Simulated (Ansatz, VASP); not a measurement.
**PbO2: VASP beside Ansatz**

INCAR

```
SYSTEM = PbO2
ALGO = Normal ; EDIFF = 1E-6
EDIFFG = -0.005 ; ENCUT = 600
GGA = PS ; IBRION = 2
ISIF = 3 ; ISMEAR = 0
LASPH = .TRUE. ; LCHARG = .FALSE.
LREAL = .FALSE. ; LWAVE = .FALSE.
NELM = 60 ; NSW = 70
PREC = Accurate ; SIGMA = 0.1
```

Contents of KPOINTS:

```
k-points
0
G
  8 8 10
  0 0 0
```

POSCAR

```
PbO2
1.0
    5.0820153149      0.0000000000      0.0000000000
    0.0000000000      5.0820153149      0.0000000000
    0.0000000000      0.0000000000      3.4428066694
Pb O
2 4
Direct
    0.0000000000      0.0000000000      0.0000000000
    0.5000000000      0.5000000000      0.5000000000
    0.3079753846      0.3079753846      0.0000000000
    0.1920246154      0.8079753846      0.5000000000
    0.6920246154      0.6920246154      0.0000000000
    0.8079753846      0.1920246154      0.5000000000
```

Input for Ansatz:

```yaml
crystal:
  lattice:
    - [5.0820153149, 0.0, 0.0]
    - [0.0, 5.0820153149, 0.0]
    - [0.0, 0.0, 3.4428066694]
  atoms:
    - { symbol: Pb, position: [0.0, 0.0, 0.0] }
    - { symbol: Pb, position: [0.5, 0.5, 0.5] }
    - { symbol: O, position: [0.3079753846, 0.3079753846, 0.0] }
    - { symbol: O, position: [0.1920246154, 0.8079753846, 0.5] }
    - { symbol: O, position: [0.6920246154, 0.6920246154, 0.0] }
    - { symbol: O, position: [0.8079753846, 0.1920246154, 0.5] }
basis:
  ecutwfc: 420
kpoints:
  mp_grid: { grid: [8, 8, 10] }
hamiltonian:
  xc: pbesol
scf:
  occupations: { method: gaussian, width: 0.1 }
output:
  forces: true
  stress: true
  eigenvalues: true
  write_density: true
  write_potential: true
  elf: true
  volumetric_format: npy
relax:
  adjacent_minimum: "off"
  f_tol: 0.005
  max_steps: 50
  cell: { stress_tol: 0.05 }
```

Alike in both runs: task relaxation of cell and atoms; functional PBEsol; k mesh 8 × 8 × 10; occupations gaussian, width 0.1 eV; no spin polarisation.

```csv
,VASP,Ansatz
version,VASP 6.6.1,Ansatz 0.2.0
potentials or method,"VASP PAW PBE potentials, release 64 (Pb_d, O), cutoff 600 eV","scalar-relativistic, plane waves, PAW"
valence electrons in the cell,52,52
```

```csv
,VASP,Ansatz,Ansatz less VASP
relaxed volume (Å³/atom),14.21,14.20,-0.008
relaxed cell length with the largest relative difference (Å),3.414,3.411,-0.0034
```

VASP's potentials were made for PBE, not for PBEsol.

Spin-orbit coupling is off throughout.
